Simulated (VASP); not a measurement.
# MgGe2 (Fd-3m) in VASP: a series of runs, part 2 of 2

VASP 6.6.1.

### Step 3. Relaxation of cell and atoms, PBE

This run uses another cell than the first one, of 21.21 Å³/atom, 1.031 times its volume.

File INCAR:

```
SYSTEM = MgGe2
PREC = Accurate ; ENCUT = 600
EDIFF = 1E-6 ; ISMEAR = 0
SIGMA = 0.1 ; LREAL = .FALSE.
LASPH = .TRUE. ; NELM = 100
ALGO = Normal ; ISIF = 3
LWAVE = .FALSE. ; LCHARG = .FALSE.
GGA = PE ; IBRION = 2
NSW = 100 ; EDIFFG = -0.01
```

File KPOINTS:

```
Automatic mesh
0
G
  8 8 8
  0 0 0
```

File POSCAR:

```
MgGe2
1.0
    0.0000000000      3.9921082826      3.9921082826
    3.9921082826      0.0000000000      3.9921082826
    3.9921082826      3.9921082826      0.0000000000
Mg Ge
2 4
Direct
    0.0000000000      0.0000000000      0.0000000000
    0.2500000000      0.2500000000      0.2500000000
    0.6250000000      0.6250000000      0.6250000000
    0.1250000000      0.6250000000      0.6250000000
    0.6250000000      0.6250000000      0.1250000000
    0.6250000000      0.1250000000      0.6250000000
```

Potentials or basis: VASP PAW PBE potentials, release 64 (Mg, Ge_d).

On the command line:

```console
$ cat potpaw_PBE.64/Mg/POTCAR potpaw_PBE.64/Ge_d/POTCAR > POTCAR
$ mpirun -np 1 vasp_std > vasp.out
```

OUTCAR:

```text
SYSTEM = MgGe2
   PREC = Accurate
   ENCUT = 600
   EDIFF = 1E-6
   ISMEAR = 0
   LREAL = .FALSE.
   LASPH = .TRUE.
   NELM = 100
   ISIF = 3
   GGA = PE
   IBRION = 2
   NSW = 100
   EDIFFG = -0.01

 ion  position               nearest neighbor table
   1  0.000  0.000  0.000-   2 3.46   2 3.46   2 3.46   2 3.46
   2  0.250  0.250  0.250-   1 3.46   1 3.46   1 3.46   1 3.46
   3  0.625  0.625  0.625-   4 2.82   5 2.82   6 2.82   5 2.82   6 2.82   4 2.82
   4  0.125  0.625  0.625-   3 2.82   5 2.82   6 2.82   3 2.82   5 2.82   6 2.82
   5  0.625  0.625  0.125-   3 2.82   3 2.82   4 2.82   6 2.82   6 2.82   4 2.82
   6  0.625  0.125  0.625-   3 2.82   5 2.82   3 2.82   4 2.82   5 2.82   4 2.82

  LATTYP: Found a face centered cubic cell.
 ALAT       =     7.9842165652

  Lattice vectors:

 A1 = (   0.0000000000,   3.9921082826,   3.9921082826)
 A2 = (   3.9921082826,   0.0000000000,   3.9921082826)
 A3 = (   3.9921082826,   3.9921082826,   0.0000000000)

Analysis of symmetry for initial positions (statically):
[... 191 lines left out ...]
 fundamental gap:      0.0134164480
 Fermi energy:         5.0306207382

 k-point     1 :       0.0000    0.0000    0.0000
  band No.  band energies     occupation
      1     -19.8332      2.00000
      2     -19.7840      2.00000
      3     -19.7840      2.00000
      4     -19.7840      2.00000
      5     -19.7810      2.00000
      6     -19.7810      2.00000
[... 1046 lines left out ...]
--------------------------------------- Ionic step        4  -------------------------------------------

 number of electron      59.9999986 magnetization

 Free energy of the ion-electron system (eV)
  ---------------------------------------------------
  ext. energy  EPLUGINS =         0.00000000
  ---------------------------------------------------
  free energy    TOTEN  =       -20.33037185 eV

  energy without entropy =      -20.31978611  energy(sigma->0) =      -20.32507898

 E-fermi :   5.3162     XC(G=0): -10.1243

 val. band max:        5.3020766733   @ k =   0.5000   0.2500   0.0000
 cond. band min:       5.3366611733   @ k =   0.2500   0.2500   0.0000
 fundamental gap:      0.0345845000
 Fermi energy:         5.3161958858

 k-point     1 :       0.0000    0.0000    0.0000
  band No.  band energies     occupation
      1     -19.5846      2.00000
      2     -19.5295      2.00000
      3     -19.5295      2.00000
      4     -19.5295      2.00000
      5     -19.5256      2.00000
      6     -19.5256      2.00000
[... 960 lines left out ...]
  FREE ENERGIE OF THE ION-ELECTRON SYSTEM (eV)
  ---------------------------------------------------
  free  energy   TOTEN  =       -20.3303718536 eV

  energy  without entropy=      -20.3197861137  energy(sigma->0) =      -20.32507898

 reached required accuracy - stopping structural energy minimisation
```

OSZICAR:

```text
N       E                     dE             d eps       ncg     rms          rms(c)
DAV:   1     0.572291212087E+03    0.57229E+03   -0.32161E+04  2408   0.435E+03
DAV:   2     0.816895562742E+02   -0.49060E+03   -0.48123E+03  2088   0.939E+02
DAV:   3    -0.144504407800E+02   -0.96140E+02   -0.94014E+02  2320   0.224E+02
DAV:   4    -0.207027443158E+02   -0.62523E+01   -0.61626E+01  2364   0.624E+01
[... 29 lines left out ...]
DAV:   2    -0.203306219726E+02    0.73363E-03   -0.11986E-03  2732   0.499E-01    0.928E-02
DAV:   3    -0.203303940484E+02    0.22792E-03   -0.43294E-04  2756   0.259E-01    0.204E-02
DAV:   4    -0.203303735370E+02    0.20511E-04   -0.36316E-05  2616   0.817E-02    0.782E-03
DAV:   5    -0.203303722052E+02    0.13318E-05   -0.12707E-06  1324   0.102E-02    0.350E-03
DAV:   6    -0.203303718536E+02    0.35160E-06   -0.55938E-07  1180   0.120E-02
   4 F= -.20330372E+02 E0= -.20325079E+02  d E =-.202619E-01
```

CONTCAR:

```text
MgGe2
   1.00000000000000
    -0.0000000000000000    3.9499898162818621    3.9499898162818621
     3.9499898162818621   -0.0000000000000000    3.9499898162818621
     3.9499898162818621    3.9499898162818621    0.0000000000000000
  Mg              Ge
     2     4
Direct
     0.0000000000000000    0.0000000000000000    0.0000000000000000
     0.2500000000000000    0.2500000000000000    0.2500000000000000
     0.6250000000000000    0.6250000000000000    0.6250000000000000
     0.1250000000000000    0.6250000000000000    0.6250000000000000
     0.6250000000000000    0.6250000000000000    0.1250000000000000
     0.6250000000000000    0.1250000000000000    0.6250000000000000

  0.00000000E+00  0.00000000E+00  0.00000000E+00
  0.00000000E+00  0.00000000E+00  0.00000000E+00
  0.00000000E+00  0.00000000E+00  0.00000000E+00
  0.00000000E+00  0.00000000E+00  0.00000000E+00
  0.00000000E+00  0.00000000E+00  0.00000000E+00
  0.00000000E+00  0.00000000E+00  0.00000000E+00
```

It took 6.2 min on 1 thread of Intel Xeon Platinum 8375C at 2.90GHz (Ice Lake), shared host; peak memory 0.42 GiB.

Results:

| Item | Value |
| --- | --- |
| Free energy | -20.3304 eV |
| Relaxed volume | 20.54 Å³/atom |
| Relaxed cell | a = 5.586 Å, b = 5.586 Å, c = 5.586 Å, α = 60.00°, β = 60.00°, γ = 60.00° |
| Space group after relaxing (to 0.05 Å) | Fd-3m (No. 227) |
| Energy gained by relaxing | 3.4 meV/atom |
| Ionic steps | 4 |
| Pressure after relaxing | 0.0 GPa |
| Band gap on the k mesh | zero (band 30 reaches 5.53 eV, above the bottom of band 31 at 3.48 eV) |

Step by step:
```tsv
step	energy change (eV)	largest force (eV/Å)	pressure (GPa)	volume (Å³)
1	0.0000	0.0000	-1.59	127.24
2	-0.0202	0.0000	-0.12	123.42
3	-0.0202	0.0000	0.12	123.10
4	-0.0203	0.0000	-0.01	123.26
```

Final structure:
```
Mg Ge
1.0
     0.00000    3.94999    3.94999
     3.94999    0.00000    3.94999
     3.94999    3.94999    0.00000
Mg Ge
2 4
Direct
  0.00000 0.00000 0.00000
  0.25000 0.25000 0.25000
  0.62500 0.62500 0.62500
  0.12500 0.62500 0.62500
  0.62500 0.62500 0.12500
  0.62500 0.12500 0.62500
```

Levels at points of the mesh, in eV from the Fermi level:
```
           k point  band 28  band 29  band 30  band 31  band 32  band 33
(0.00, 0.00, 0.00)    -3.84    -2.06    -1.83    -1.83     1.00     1.00
(0.50, 0.00, 0.00)    -0.97    -0.46     0.09     0.09     0.18     0.18
(0.50, 0.50, 0.00)    -0.05     0.14     0.14     0.48     0.48     0.57
```

### Step 4. Single point, PBE

File INCAR:

```
PREC = Accurate
ENCUT = 520
EDIFF = 1E-6
ISMEAR = 0
SIGMA = 0.1
LREAL = F
LASPH = T
NELM = 100
ALGO = Normal
ISIF = 2
LWAVE = F
LCHARG = F
GGA = PE
NBANDS = 39
```

File KPOINTS:

```
Automatic mesh
0
Gamma
  8 8 8
```

POSCAR, as its differences from that of step 3:

```diff
@@ -2,5 +2,5 @@
 1.0
-    0.0000000000      3.9921082826      3.9921082826
-    3.9921082826      0.0000000000      3.9921082826
-    3.9921082826      3.9921082826      0.0000000000
+    0.0000000000      3.9512958899      3.9512958899
+    3.9512958899      0.0000000000      3.9512958899
+    3.9512958899      3.9512958899      0.0000000000
 Mg Ge
```

On the command line:

```console
$ cat potpaw_PBE.64/Mg/POTCAR potpaw_PBE.64/Ge_d/POTCAR > POTCAR
$ mpirun -np 1 vasp_std > vasp.out
```

It took 2.3 min on 1 thread of Intel Xeon Platinum 8375C at 2.90GHz (Ice Lake), shared host; peak memory 0.32 GiB.

It converged, with:

```yaml
Free_energy: -20.3296 eV
Pressure: 0.0 GPa
Band_gap_on_the_k_mesh: zero (band 30 reaches 5.52 eV, above the bottom of band 31 at 3.48 eV)
```

Levels at points of the mesh, in eV from the Fermi level:
| k point | band 27 | band 28 | band 29 | band 30 | band 31 | band 32 | band 33 | band 34 |
| --- | --- | --- | --- | --- | --- | --- | --- | --- |
| (0.00, 0.00, 0.00) | -3.84 | -3.84 | -2.06 | -1.83 | -1.83 | 1.00 | 1.00 | 1.00 |
| (0.50, 0.00, 0.00) | -3.46 | -0.97 | -0.46 | 0.09 | 0.09 | 0.18 | 0.18 | 0.65 |
| (0.50, 0.50, 0.00) | -0.06 | -0.06 | 0.14 | 0.14 | 0.48 | 0.48 | 0.57 | 0.57 |
